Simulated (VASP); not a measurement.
# MnO (P-6m2) in VASP: further runs

The runs below take MnO through single point, with PBEsol-based screened hybrid with 25 % exact exchange, PBE0, HSE06, r2SCAN50.

All numbers are computed with VASP 6.6.1; they aren't measurements. Logs are shortened: lines on timing, memory, paths and dates and some standing lists are left out, and cuts for length are marked.

## (1) The cell of the first run

Symmetry: P-6m2, No. 187, hexagonal system. Conventional cell: a = 2.969 Å, b = 2.969 Å, c = 2.898 Å, α = 90.00°, β = 90.00°, γ = 120.00°. Mn (site symmetry -6m2) has 6 O at 2.24 Å and 8 Mn at 2.90 to 2.97 Å within 3.0 Å. O (site symmetry -6m2) has 6 Mn at 2.24 Å and 8 O at 2.90 to 2.97 Å within 3.0 Å.

## (2) Single point, PBEsol-based screened hybrid with 25 % exact exchange, collinear spin, ferromagnetic start

POSCAR

```
MnO
1.0
    2.9694859100      0.0000000000      0.0000000000
   -1.4847429600      2.5716502300      0.0000000000
    0.0000000000      0.0000000000      2.8980711300
Mn O
1 1
Direct
    0.0000000000      0.0000000000      0.0000000000
    0.6666666667      0.3333333333      0.5000000000
```

INCAR.step1

```
SYSTEM = MnO
PREC     = Accurate       ! precision mode
ENCUT    = 520            ! plane-wave cutoff, eV
EDIFF    = 1E-5           ! SCF threshold, eV
ISMEAR   = -1             ! smearing method
SIGMA    = 0.05           ! smearing width, eV
LREAL    = .False.        ! projectors in reciprocal space
LASPH    = .True.         ! aspherical terms in the spheres
NELM     = 150            ! most SCF steps
ALGO     = Normal         ! electronic algorithm
ISIF     = 2              ! what is computed and relaxed
LWAVE    = .True.         ! write WAVECAR
LCHARG   = .False.        ! write CHGCAR
ISPIN    = 2              ! spin polarisation
MAGMOM   = 4 0            ! initial moments
LORBIT   = 11             ! projections on sites
LMAXMIX  = 4              ! l up to which the mixer works
NBANDS   = 20             ! bands
GGA      = PE             ! functional
```

INCAR.step2

```
SYSTEM = MnO
PREC     = Accurate       ! precision mode
ENCUT    = 520            ! plane-wave cutoff, eV
EDIFF    = 1E-6           ! SCF threshold, eV
ISMEAR   = -1             ! smearing method
SIGMA    = 0.05           ! smearing width, eV
LREAL    = .False.        ! projectors in reciprocal space
LASPH    = .True.         ! aspherical terms in the spheres
NELM     = 150            ! most SCF steps
ALGO     = Normal         ! electronic algorithm
ISIF     = 2              ! what is computed and relaxed
LWAVE    = .False.        ! write WAVECAR
LCHARG   = .False.        ! write CHGCAR
ISPIN    = 2              ! spin polarisation
MAGMOM   = 4 0            ! initial moments
LORBIT   = 11             ! projections on sites
LMAXMIX  = 4              ! l up to which the mixer works
GGA      = PS             ! functional
LHFCALC  = .True.         ! exact exchange
AEXX     = 0.25           ! exact-exchange fraction
HFSCREEN = 0.207          ! screening, 1/A
PRECFOCK = Normal       
NBANDS   = 20             ! bands
ISTART   = 1
```

KPOINTS

```
Automatic mesh
0
Gamma
  5 5 5
  0 0 0
```

Potentials or basis: VASP PAW PBE potentials, release 64 (Mn_pv, O).

Command:

```sh
$ cat potpaw_PBE.64/Mn_pv/POTCAR potpaw_PBE.64/O/POTCAR > POTCAR
$ cp INCAR.step1 INCAR
$ mpirun -np 1 vasp_std > vasp.out
$ cp INCAR.step2 INCAR
$ mpirun -np 1 vasp_std > vasp.out
```

OUTCAR:

```text
SYSTEM = MnO
   PREC = Accurate
   ENCUT = 520
   EDIFF = 1E-6
   ISMEAR = -1
   LREAL = .False.
   LASPH = .True.
   NELM = 150
   ISIF = 2
   ISPIN = 2
   LORBIT = 11
   GGA = PS
   LHFCALC = .True.
   AEXX = 0.25
   HFSCREEN = 0.207
   PRECFOCK = Normal
   ISTART = 1

 ion  position               nearest neighbor table
   1  0.000  0.000  0.000-   2 2.24   2 2.24   2 2.24   2 2.24   2 2.24   2 2.24
   2  0.667  0.333  0.500-   1 2.24   1 2.24   1 2.24   1 2.24   1 2.24   1 2.24

  LATTYP: Found a hexagonal cell.
 ALAT       =     2.9694859100
 C/A-ratio  =     0.9759504567

  Lattice vectors:

 A1 = (   2.9694859100,   0.0000000000,   0.0000000000)
 A2 = (  -1.4847429600,   2.5716502300,   0.0000000000)
 A3 = (   0.0000000000,   0.0000000000,   2.8980711300)

Analysis of symmetry for initial positions (statically):
=====================================================================
 Subroutine PRICEL returns:
 Original cell was already a primitive cell.

 Routine SETGRP: Setting up the symmetry group for a
 hexagonal supercell.

 Subroutine GETGRP returns: Found 12 space group operations
 (whereof 12 operations were pure point group operations)
 out of a pool of 24 trial point group operations.

The static configuration has the point symmetry D_3h.

Analysis of symmetry for dynamics (positions and initial velocities):
=====================================================================
 Subroutine PRICEL returns:
 Original cell was already a primitive cell.

 Routine SETGRP: Setting up the symmetry group for a
 hexagonal supercell.

 Subroutine GETGRP returns: Found 12 space group operations
 (whereof 12 operations were pure point group operations)
 out of a pool of 24 trial point group operations.

The dynamic configuration has the point symmetry D_3h.

Analysis of structural, dynamic, and magnetic symmetry:
=====================================================================
 Subroutine PRICEL returns:
 Original cell was already a primitive cell.

 Routine SETGRP: Setting up the symmetry group for a
 hexagonal supercell.

 Subroutine GETGRP returns: Found 12 space group operations
 (whereof 12 operations were pure point group operations)
 out of a pool of 24 trial point group operations.

The overall configuration has the point symmetry D_3h.

 Subroutine INISYM returns: Found 12 space group operations
[... 113 lines left out ...]
   LHFCALC =     T    Hartree Fock is set to
   PRECFOCK=normal    Normal, Fast or Accurate (Low or Medium for compatibility)
   ENCUT4O =  -1.0   cutoff for four orbital integrals eV
   NKREDX  =     1    reduce k-point grid by
   NKREDY  =     1    reduce k-point grid by
   NKREDZ  =     1    reduce k-point grid by
   AEXX    =    0.2500 exact exchange contribution
   HFSCREEN=    0.2070 screening length (either q_TF or 0.3 A-1)
   HFSCREENC=   0.2070 screening length for correlation (either q_TF or 0.3 A-1)
   ENCUTFOCK=  -1.0 apply spherical cutoff to Coloumb kernel
   IVDW    =     0    specifies the selected vdW correction
   LEPSILON=     F    determine dielectric tensor
   LRPA    =     F    only Hartree local field effects (RPA)
 spin polarized calculation
  energy-cutoff  :      520.00
  volume of cell :       22.13
 maximum number of plane-waves:       611
 NGX is ok and might be reduce to    24
  NGX = 18; NGY = 18; NGZ = 18

 number of electron      18.9999986 magnetization       4.9987014

 Free energy of the ion-electron system (eV)
  ---------------------------------------------------
  ext. energy  EPLUGINS =         0.00000000
  ---------------------------------------------------
  free energy    TOTEN  =       -23.78037145 eV

  energy without entropy =      -23.78037130  energy(sigma->0) =      -23.78037137

 E-fermi :   6.1767     XC(G=0):  -9.8036

 val. band max:        5.5177144966   @ k =   0.4000   0.2000   0.0000
 cond. band min:       6.7344250776   @ k =   0.0000   0.0000   0.0000
 fundamental gap:      1.2167105810
 Fermi energy:         6.1767283057

 spin component 1

 k-point     1 :       0.0000    0.0000    0.0000
  band No.  band energies     occupation
      1     -47.9476      1.00000
      2     -47.9476      1.00000
      3     -47.8149      1.00000
      4     -15.2381      1.00000
      5       0.4636      1.00000
      6       0.4636      1.00000
[... 321 lines left out ...]
      6      -1.0703      1.00000
[... 12 lines left out ...]
     19      32.0046      0.00000
     20      36.9819      0.00000
 Fermi energy:         6.1767283057

 spin component 2

 k-point     1 :       0.0000    0.0000    0.0000
  band No.  band energies     occupation
      1     -41.2825      1.00000
      2     -41.2825      1.00000
      3     -41.1058      1.00000
      4     -14.6497      1.00000
      5       2.9807      1.00000
      6       3.0834      1.00000
[... 334 lines left out ...]
     19      33.9845      0.00000
     20      37.9025      0.00000

------------------------ aborting loop because EDIFF is reached ----------------------------------------

  FORCE on cell =-STRESS in cart. coord.  units (eV):
  Direction    XX          YY          ZZ          XY          YZ          ZX
  --------------------------------------------------------------------------------------
  -------------------------------------------------------------------------------------
  Total        0.4210075      0.4210075     -2.7369958     -0.0000000     -0.0000000      0.0000000
  in kB       30.4788261     30.4788260   -198.1447223     -0.0000001     -0.0000000      0.0000000
  external PRESSURE =     -45.7290234 kB  Pullay stress =       0.0000000 kB

 VOLUME and BASIS-vectors are now :
 -----------------------------------------------------------------------------
  energy-cutoff  :      520.00
  volume of cell :       22.13
      direct lattice vectors                 reciprocal lattice vectors
     2.969485910  0.000000000  0.000000000     0.336758628  0.194427685  0.000000000
    -1.484742960  2.571650230  0.000000000     0.000000000  0.388855369  0.000000000
     0.000000000  0.000000000  2.898071130     0.000000000  0.000000000  0.345057093

 POSITION                                       TOTAL-FORCE (eV/Angst)
 -----------------------------------------------------------------------------------
      0.00000      0.00000      0.00000         0.000000     -0.000000      0.000000
      1.48474      0.85722      1.44904        -0.000000      0.000000      0.000000
 -----------------------------------------------------------------------------------
    total drift:                               -0.000000     -0.000000     -0.000000

  FREE ENERGIE OF THE ION-ELECTRON SYSTEM (eV)
  ---------------------------------------------------
  free  energy   TOTEN  =       -23.7803714505 eV

  energy  without entropy=      -23.7803712961  energy(sigma->0) =      -23.78037137

 total charge

# of ion       s       p       d       tot
------------------------------------------
    1        0.206   6.185   4.929  11.320
    2        1.554   3.452   0.000   5.006
--------------------------------------------------
tot          1.760   9.637   4.929  16.326

 magnetization (x)

# of ion       s       p       d       tot
------------------------------------------
    1        0.025   0.030   4.501   4.556
    2        0.023   0.169   0.000   0.192
--------------------------------------------------
tot          0.048   0.199   4.501   4.748
```

OSZICAR.step1:

```text
N       E                     dE             d eps       ncg     rms          rms(c)
DAV:   1     0.173246878517E+03    0.17325E+03   -0.10437E+04  1200   0.112E+03
DAV:   2    -0.982949141202E+01   -0.18308E+03   -0.17065E+03  1220   0.331E+02
DAV:   3    -0.184701990851E+02   -0.86407E+01   -0.85568E+01  1368   0.780E+01
DAV:   4    -0.185343353684E+02   -0.64136E-01   -0.64124E-01  1308   0.690E+00
DAV:   5    -0.185348945925E+02   -0.55922E-03   -0.55922E-03  1368   0.642E-01    0.136E+01
DAV:   6    -0.165087767970E+02    0.20261E+01   -0.98897E+00  1536   0.366E+01    0.129E+01
DAV:   7    -0.159986212353E+02    0.51016E+00   -0.18099E+00  1388   0.207E+01    0.750E+00
DAV:   8    -0.160072490400E+02   -0.86278E-02   -0.19494E-01  1296   0.348E+00    0.490E+00
DAV:   9    -0.159607391690E+02    0.46510E-01   -0.14705E-01  1324   0.435E+00    0.314E+00
DAV:  10    -0.159842429472E+02   -0.23504E-01   -0.44733E-02  1240   0.250E+00    0.725E-01
DAV:  11    -0.159825812619E+02    0.16617E-02   -0.93973E-03  1300   0.742E-01    0.380E-01
DAV:  12    -0.159828565630E+02   -0.27530E-03   -0.18577E-03  1396   0.388E-01    0.134E-01
DAV:  13    -0.159828591894E+02   -0.26263E-05   -0.21722E-04  1312   0.110E-01    0.836E-02
DAV:  14    -0.159828892941E+02   -0.30105E-04   -0.11290E-04  1296   0.855E-02    0.352E-02
DAV:  15    -0.159828856575E+02    0.36365E-05   -0.10707E-05   892   0.306E-02
   1 F= -.15982886E+02 E0= -.15977638E+02  d E =-.104951E-01  mag=     4.7850
```

It took 80 min on 1 thread of AMD EPYC, shared host; peak memory 0.23 GiB.

Results:

| Item | Value |
| --- | --- |
| Free energy | -23.7804 eV |
| Pressure | -4.6 GPa |
| Band gap on the k mesh | 1.22 eV (least direct gap 2.06 eV) |
| Net moment | 5.00 μB per cell |
| Site moments | Mn +4.56; O +0.19 μB |
| Valence electrons inside the program's atomic spheres | Mn 11.32; O 5.01 |

Levels at points of the mesh, in eV from the valence-band top:
Spin up:
```tsv
k point	band 10	band 11	band 12	band 13	band 14	band 15
(0.00, 0.00, 0.00)	-2.86	-0.84	-0.84	1.22	15.10	17.00
```
Spin down:
| k point | band 4 | band 5 | band 6 | band 7 | band 8 | band 9 | band 10 | band 11 |
| --- | --- | --- | --- | --- | --- | --- | --- | --- |
| (0.00, 0.00, 0.00) | -20.17 | -2.54 | -2.43 | -2.43 | 1.82 | 3.78 | 5.71 | 5.71 |

Caveat: the k points lie up to 0.49 Å⁻¹ apart; the PAW data sets were made with another functional, which shifts forces and pressure a little; a cell with one magnetic atom can't hold antiferromagnetic order, which such compounds often take. A k mesh can miss the band edges.

[end of part 1 of 2]
